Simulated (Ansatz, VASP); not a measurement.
# Two plane-wave programs on AlN

```xyz
2
Lattice="0.0000 2.0055 2.0055 2.0055 0.0000 2.0055 2.0055 2.0055 0.0000" Properties=species:S:1:pos:R:3 pbc="T T T"
Al    2.0055    2.0055    2.0055
N     0.0000    0.0000    0.0000
```

Alike in both runs: functional LDA; k mesh 8 × 8 × 8; occupations gaussian, width 0.02 eV; no spin polarisation.

Ansatz relaxed the structure, and its values are those at the end. VASP's run is a single point on that final structure, the one shown.

```csv
,VASP,Ansatz
version,VASP 6.6.1,Ansatz 0.2.0
potentials or method,"VASP PAW LDA potentials, release 64 (Al, N), cutoff 600 eV","scalar-relativistic, plane waves, PAW"
valence electrons in the cell,8,8
```

Ansatz gave:

```
gap on the k mesh at the Fermi level (eV) : 4.71
least direct gap on the mesh (eV)         : 6.10
pressure (GPa)                            : 0.0
```

Q: Estimate VASP's values.

A: gap on the k mesh at the Fermi level (eV): 4.69; least direct gap on the mesh (eV): 6.12; pressure (GPa): 0.5.

LDA's correlation is that of Perdew and Zunger in VASP and of Perdew and Wang (1992) in Ansatz.
